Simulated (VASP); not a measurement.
Ca2Pd (fluorite type): single point with PBEsol

Crystal: Ca2Pd (fluorite type).

```
Pd Ca
1.0
     0.00000    2.76034    2.76034
     2.76034    0.00000    2.76034
     2.76034    2.76034    0.00000
Pd Ca
1 2
Direct
  0.00000 0.00000 0.00000
  0.25000 0.25000 0.25000
  0.75000 0.75000 0.75000
```

This cell differs from its parent crystal: volume scaled by 0.5.

| Quantity | Value |
| --- | --- |
| Program | VASP 6.6.1 |
| Task | single point |
| Functional | PBEsol |
| Potentials or basis | VASP PAW PBE potentials, release 64 (Pd, Ca_sv) |
| Cutoff | 500 eV |
| k mesh | 9 × 9 × 9 |
| Occupations | fermi-dirac, width 0.05 eV |
| Spin | no spin polarisation |
| Dipole correction | no |
| Further INCAR settings | ALGO = Normal; EDIFF = 1e-06; NBANDS = 22 |

- Pressure: 104.4 GPa
- Band gap on the k mesh: zero (band 15 reaches 10.12 eV, above the bottom of band 16 at 8.97 eV)

Levels at points of the mesh, in eV from the Fermi level:
| k point | band 12 | band 13 | band 14 | band 15 | band 16 | band 17 | band 18 | band 19 |
| --- | --- | --- | --- | --- | --- | --- | --- | --- |
| (0.00, 0.00, 0.00) | -4.60 | -4.60 | -4.60 | -0.83 | -0.83 | -0.83 | 2.55 | 2.55 |

It took 26 s on 1 thread of Intel(R) Xeon(R) Platinum 8259CL CPU @ 2.50GHz (Skylake/Cascade Lake), on a shared host, peak memory 0.17 GiB.

Caveat: the PAW data sets were made with another functional, which shifts forces and pressure a little.
